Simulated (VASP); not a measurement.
# Ce (Fm-3m) in VASP: notebook

Runs on Ce. Level: BLYP. Tasks: single point, relaxation of cell and atoms.

Everything below comes from runs of VASP 6.6.1. Logs are shortened: lines on timing, memory, paths and dates and some standing lists are left out, and cuts for length are marked.

### 1 The cell of the first run

It takes space group Fm-3m (No. 225, cubic). The conventional cell has a = 4.960 Å, b = 4.960 Å, c = 4.960 Å, α = 90.00°, β = 90.00°, γ = 90.00°. Ce (site symmetry m-3m) has 12 Ce at 3.51 Å within 4.6 Å.

### 2 Single point, BLYP

INCAR reads:

```
PREC = Accurate ; ENCUT = 520
EDIFF = 1E-6 ; ISMEAR = -1
SIGMA = 0.1 ; LREAL = False
LASPH = True ; NELM = 80
ALGO = Normal ; ISIF = 2
LWAVE = False ; LCHARG = True
GGA = B5 ; ALDAX = 1.0
AGGAX = 1.0 ; AGGAC = 1.0
ALDAC = 0.0 ; LELF = True
LVHAR = True ; NBANDS = 12
```

KPOINTS reads:

```
Automatic mesh
0
Gamma
  11 11 11
```

POSCAR reads:

```
Ce
1.0
    0.0000000000      2.4800819735      2.4800819735
    2.4800819735      0.0000000000      2.4800819735
    2.4800819735      2.4800819735      0.0000000000
Ce
1
Direct
    0.0000000000      0.0000000000      0.0000000000
```

Potentials or basis: VASP PAW PBE potentials, release 64 (Ce).

Command:

```bash
$ cat potpaw_PBE.64/Ce/POTCAR > POTCAR
$ mpirun -np 1 vasp_std > vasp.out
```

OUTCAR:

```text
PREC = Accurate
   ENCUT = 520
   EDIFF = 1E-6
   ISMEAR = -1
   LREAL = False
   LASPH = True
   NELM = 80
   ISIF = 2
   GGA = B5

 ion  position               nearest neighbor table
   1  0.000  0.000  0.000-

  LATTYP: Found a face centered cubic cell.
 ALAT       =     4.9601639470

  Lattice vectors:

 A1 = (   0.0000000000,   2.4800819735,   2.4800819735)
 A2 = (   2.4800819735,   0.0000000000,   2.4800819735)
 A3 = (   2.4800819735,   2.4800819735,   0.0000000000)

Analysis of symmetry for initial positions (statically):
=====================================================================
 Subroutine PRICEL returns:
 Original cell was already a primitive cell.

 Routine SETGRP: Setting up the symmetry group for a
 face centered cubic supercell.

 Subroutine GETGRP returns: Found 48 space group operations
 (whereof 48 operations were pure point group operations)
 out of a pool of 48 trial point group operations.

The static configuration has the point symmetry O_h .

Analysis of symmetry for dynamics (positions and initial velocities):
=====================================================================
 Subroutine PRICEL returns:
 Original cell was already a primitive cell.

 Routine SETGRP: Setting up the symmetry group for a
 face centered cubic supercell.

 Subroutine GETGRP returns: Found 48 space group operations
 (whereof 48 operations were pure point group operations)
 out of a pool of 48 trial point group operations.

The dynamic configuration has the point symmetry O_h .

 Subroutine INISYM returns: Found 48 space group operations
 (whereof 48 operations are pure point group operations),
 and found     1 'primitive' translations

----------------------------------------------------------------------------------------

                                     Primitive cell

  volume of cell :      30.5090

  direct lattice vectors                    reciprocal lattice vectors
     0.000000000  2.480081973  2.480081973    -0.201606239  0.201606239  0.201606239
     2.480081973  0.000000000  2.480081973     0.201606239 -0.201606239  0.201606239
     2.480081973  2.480081973  0.000000000     0.201606239  0.201606239 -0.201606239

  length of vectors
     3.507365563  3.507365563  3.507365563     0.349192250  0.349192250  0.349192250

  position of ions in fractional coordinates (direct lattice)
     0.000000000  0.000000000  0.000000000

  ion indices of the primitive-cell ions
   primitive index   ion index
                 1           1

----------------------------------------------------------------------------------------

 KPOINTS: Automatic mesh

Automatic generation of k-mesh.
 Grid dimensions read from file:
 generate k-points for:   11   11   11

 Generating k-lattice:

  Cartesian coordinates                     Fractional coordinates (reciprocal lattice)
    -0.018327840  0.018327840  0.018327840     0.090909091  0.000000000  0.000000000
     0.018327840 -0.018327840  0.018327840     0.000000000  0.090909091  0.000000000
     0.018327840  0.018327840 -0.018327840     0.000000000  0.000000000  0.090909091

  Length of vectors
     0.031744750  0.031744750  0.031744750

  Shift w.r.t. Gamma in fractional coordinates (k-lattice)
     0.000000000  0.000000000  0.000000000

 Subroutine IBZKPT returns following result:
 ===========================================

 Found     56 irreducible k-points:

 Following reciprocal coordinates:
            Coordinates               Weight
  0.000000  0.000000  0.000000      1.000000
  0.090909  0.000000  0.000000      8.000000
  0.181818  0.000000  0.000000      8.000000
  0.272727  0.000000  0.000000      8.000000
  0.363636  0.000000  0.000000      8.000000
  0.454545  0.000000  0.000000      8.000000
[... 16 lines left out ...]
 -0.272727  0.181818  0.000000     24.000000
 -0.181818  0.181818  0.000000     12.000000
 [... further k-points ...]
   k-points           NKPTS =     56   k-points in BZ     NKDIM =     56   number of bands    NBANDS=     12
   number of dos      NEDOS =    301   number of ions     NIONS =      1
   total plane-waves  NPLWV =  21952
   dimension x,y,z NGX =    28 NGY =   28 NGZ =   28
   dimension x,y,z NGXF=    56 NGYF=   56 NGZF=   56
   ions per type =               1
   NGX,Y,Z   is equivalent  to a cutoff of  13.27, 13.27, 13.27 a.u.
   NGXF,Y,Z  is equivalent  to a cutoff of  26.54, 26.54, 26.54 a.u.
 SYSTEM =  unknown system
   PREC   = accura    normal or accurate (medium, high low for compatibility)
   ISTART =      0    job   : 0-new  1-cont  2-samecut
   ICHARG =      2    charge: 1-file 2-atom 10-const
   ISPIN  =      1    spin polarized calculation?
   LNONCOLLINEAR =      F non collinear calculations
   LSORBIT =      F    spin-orbit coupling
   LASPH  =      T    aspherical Exc in radial PAW
   ENCUT  =  520.0 eV  38.22 Ry    6.18 a.u.   6.52  6.52  6.52*2*pi/ulx,y,z
   NELM   =     80;   NELMIN=  2; NELMDL= -5     # of ELM steps
   EDIFF  = 0.1E-05   stopping-criterion for ELM
   LREAL  =      F    real-space projection
   EDIFFG = 0.1E-04   stopping-criterion for IOM
   NSW    =      0    number of steps for IOM
   IBRION =     -1    ionic relax: 0-MD 1-quasi-New 2-CG
   NFREE  =      0    steps in history (QN), initial steepest desc. (CG)
   ISIF   =      2    stress and relaxation
   ISYM   =      2    0-nonsym 1-usesym 2-fastsym
   POTIM  = 0.5000    time-step for ionic-motion
   TEBEG  =    0.0;   TEEND  =   0.0 temperature during run
   PSTRESS=    0.0 pullay stress
   NELECT =      12.0000    total number of electrons
   NUPDOWN=      -1.0000    fix difference up-down
   EMIN   =  10.00;   EMAX   =-10.00  energy-range for DOS
   EFERMI =   0.00;   METHOD = LEGACY
   ISMEAR =    -1;   SIGMA  =   0.10  broadening in eV -4-tet -1-fermi 0-gaus
   EFERMI_NEDOS =   21; number of points for ismear=-14 and -15
   IALGO  =     38    algorithm
   IMIX   =      4    mixing-type and parameters
     AMIX     =   0.40;   BMIX     =  1.00
     AMIX_MAG =   1.60;   BMIX_MAG =  1.00
  volume/ion in A,a.u.               =      30.51       205.88
  Fermi-wavevector in a.u.,A,eV,Ry     =   1.199479  2.266686 19.575371  1.438749
  Thomas-Fermi vector in A             =   2.335340
   LORBIT       =      0    0 simple, 1 ext, 2 COOP (PROOUT), +10 PAW based schemes
   GGA     = B5    functional components
   LHFCALC =     F    Hartree Fock is set to
   AEXX    =    0.0000 exact exchange contribution
   IVDW    =     0    specifies the selected vdW correction
   LEPSILON=     F    determine dielectric tensor
   LRPA    =     F    only Hartree local field effects (RPA)
 non-spin polarized calculation
  energy-cutoff  :      520.00
  volume of cell :       30.51
 maximum number of plane-waves:       869
 NGX is ok and might be reduce to    28
   NGX = 13   NGY = 13   NGZ = 13

 number of electron      12.0000000 magnetization

 Free energy of the ion-electron system (eV)
  ---------------------------------------------------
  ext. energy  EPLUGINS =         0.00000000
  ---------------------------------------------------
  free energy    TOTEN  =        -4.82496009 eV

  energy without entropy =       -4.69381606  energy(sigma->0) =       -4.75938807

 E-fermi :   8.5032     XC(G=0): -10.0156

 val. band max:        8.5018562805   @ k =   0.3636   0.0909   0.0000
 cond. band min:       8.5271420301   @ k =  -0.2727   0.0909   0.0000
 fundamental gap:      0.0252857497
 Fermi energy:         8.5032348589

 k-point     1 :       0.0000    0.0000    0.0000
  band No.  band energies     occupation
      1     -26.1133      2.00000
      2      -7.8949      2.00000
      3      -7.8949      2.00000
      4      -7.8949      2.00000
      5       5.5107      2.00000
      6       8.4010      1.47093
      7       8.8555      0.05736
      8       8.8555      0.05736
      9       8.8555      0.05736
     10       9.4751      0.00012
     11       9.4751      0.00012
     12       9.4751      0.00012

 k-point     2 :       0.0909    0.0000    0.0000
  band No.  band energies     occupation
      1     -26.0888      2.00000
      2      -8.0764      2.00000
      3      -7.9156      2.00000
      4      -7.9156      2.00000
      5       5.8109      2.00000
      6       8.3360      1.68380
      7       8.8321      0.07190
      8       8.8677      0.05094
      9       8.8677      0.05094
     10       9.3470      0.00043
     11       9.3470      0.00043
     12       9.4766      0.00012

 k-point     3 :       0.1818    0.0000    0.0000
  band No.  band energies     occupation
      1     -26.0228      2.00000
      2      -8.5368      2.00000
      3      -7.9704      2.00000
      4      -7.9704      2.00000
      5       6.4934      2.00000
      6       8.2739      1.81671
      7       8.7670      0.13349
      8       8.9044      0.03556
      9       8.9044      0.03556
     10       9.1834      0.00222
     11       9.1834      0.00222
     12       9.4804      0.00011
[... 286 lines left out ...]
 k-point    23 :      -0.2727    0.1818    0.0000
  band No.  band energies     occupation
      1     -25.8283      2.00000
      2      -9.3502      2.00000
      3      -8.5559      2.00000
      4      -8.1024      2.00000
      5       7.8002      1.99823
      6       8.3075      1.75260
      7       8.6590      0.34793
      8       8.9744      0.01782
      9       9.0413      0.00916
     10       9.1406      0.00340
     11       9.1964      0.00195
     12       9.3653      0.00036

 k-point    24 :      -0.1818    0.1818    0.0000
  band No.  band energies     occupation
      1     -25.9050      2.00000
      2      -9.0354      2.00000
      3      -8.3789      2.00000
      4      -8.0174      2.00000
      5       7.7003      1.99935
      6       8.1592      1.93790
      7       8.5295      0.86953
      8       8.9593      0.02070
      9       9.0401      0.00928
     10       9.0527      0.00819
     11       9.1677      0.00260
     12       9.3941      0.00027

 [... further k-points ...]
[... 5 lines left out ...]
  --------------------------------------------------------------------------------------
  -------------------------------------------------------------------------------------
  Total       -0.0543762     -0.0543762     -0.0543762      0.0000000      0.0000000     -0.0000000
  in kB       -2.8555612     -2.8555612     -2.8555612      0.0000000      0.0000000     -0.0000000
  external PRESSURE =      -2.8555612 kB  Pullay stress =       0.0000000 kB

 VOLUME and BASIS-vectors are now :
 -----------------------------------------------------------------------------
  energy-cutoff  :      520.00
  volume of cell :       30.51
      direct lattice vectors                 reciprocal lattice vectors
     0.000000000  2.480081973  2.480081973    -0.201606239  0.201606239  0.201606239
     2.480081973  0.000000000  2.480081973     0.201606239 -0.201606239  0.201606239
     2.480081973  2.480081973  0.000000000     0.201606239  0.201606239 -0.201606239

 POSITION                                       TOTAL-FORCE (eV/Angst)
 -----------------------------------------------------------------------------------
      0.00000      0.00000      0.00000         0.000000      0.000000      0.000000
 -----------------------------------------------------------------------------------
    total drift:                                0.000000      0.000000      0.000000

  FREE ENERGIE OF THE ION-ELECTRON SYSTEM (eV)
  ---------------------------------------------------
  free  energy   TOTEN  =        -4.8249600882 eV

  energy  without entropy=       -4.6938160598  energy(sigma->0) =       -4.75938807
```

Run time: 51 s. Hardware: 1 thread of Intel Xeon 8259CL, shared host; peak memory 0.18 GiB.

Results:

```
Free energy            : -4.8250 eV
Pressure               : -0.3 GPa
Band gap on the k mesh : zero (bands 6 and 7 overlap by 0.43 eV)
```

Caveat: the PAW data sets were made with another functional, which shifts forces and pressure a little; spin-orbit coupling is left out, which moves the levels of the heavy elements; semilocal functionals describe open f shells poorly, which spoils levels, moments and volumes.

### 3 Relaxation of cell and atoms, BLYP

This run uses another cell than the first one, of 34.37 Å³/atom.

INCAR reads:

```
SYSTEM = Ce
PREC     = Accurate       ! precision mode
ENCUT    = 600            ! plane-wave cutoff, eV
EDIFF    = 1E-7           ! SCF threshold, eV
ISMEAR   = -1             ! smearing method
SIGMA    = 0.1            ! smearing width, eV
LREAL    = .FALSE.        ! projectors in reciprocal space
LASPH    = .TRUE.         ! aspherical terms in the spheres
NELM     = 100            ! most SCF steps
ALGO     = Normal         ! electronic algorithm
ISIF     = 3              ! what is computed and relaxed
LWAVE    = .FALSE.        ! write WAVECAR
LCHARG   = .FALSE.        ! write CHGCAR
GGA      = B5             ! functional
ALDAX    = 1.0          
AGGAX    = 1.0          
AGGAC    = 1.0          
ALDAC    = 0.0          
IBRION   = 2              ! ionic algorithm
NSW      = 80             ! ionic steps
EDIFFG   = -0.01          ! ionic threshold
```

KPOINTS reads:

```
regular mesh
0
G
  11 11 11
  0 0 0
```

POSCAR reads:

```
Ce
1.0
    0.0000000000      2.5806000000      2.5806000000
    2.5806000000      0.0000000000      2.5806000000
    2.5806000000      2.5806000000      0.0000000000
Ce
1
Direct
    0.0000000000      0.0000000000      0.0000000000
```

Potentials or basis: VASP PAW PBE potentials, release 64 (Ce).

Command:

```bash
$ cat potpaw_PBE.64/Ce/POTCAR > POTCAR
$ mpirun -np 1 vasp_std > vasp.out
```

Run time: 8.1 min. Hardware: 1 thread of Intel Xeon 8259CL, shared host; peak memory 0.21 GiB.

The run converged. Its results:

```
Free energy                           : -4.8263 eV
Relaxed volume                        : 30.45 Å³/atom
Relaxed cell                          : a = 3.505 Å, b = 3.505 Å, c = 3.505 Å, α = 60.00°, β = 60.00°, γ = 60.00°
Space group after relaxing (to 0.1 Å) : Fm-3m (No. 225)
Energy gained by relaxing             : 38.5 meV/atom
Ionic steps                           : 3
Pressure after relaxing               : 0.0 GPa
Band gap on the k mesh                : zero (bands 6 and 7 overlap by 0.43 eV)
```

Step by step:
```csv
step,energy change (eV),largest force (eV/Å),pressure (GPa),volume (Å³)
1,0.0000,0.0000,-2.84,34.37
2,-0.0356,0.0000,-0.90,31.42
3,-0.0385,0.0000,-0.04,30.45
```

Final structure:
```
Ce
1.0
     0.00000    2.47861    2.47861
     2.47861    0.00000    2.47861
     2.47861    2.47861    0.00000
Ce
1
Cartesian
  0.0000 0.0000 0.0000
```

Levels at points of the mesh, in eV from the Fermi level:
| k point | band 4 | band 5 | band 6 | band 7 | band 8 | band 9 |
| --- | --- | --- | --- | --- | --- | --- |
| (0.00, 0.00, 0.00) | -16.39 | -2.99 | -0.10 | 0.35 | 0.35 | 0.35 |

Caveat: the PAW data sets were made with another functional, which shifts forces and pressure a little; spin-orbit coupling is left out, which moves the levels of the heavy elements; semilocal functionals describe open f shells poorly, which spoils levels, moments and volumes. Spin polarisation is off, so any magnetic state and its effect on volume and gap are missing.
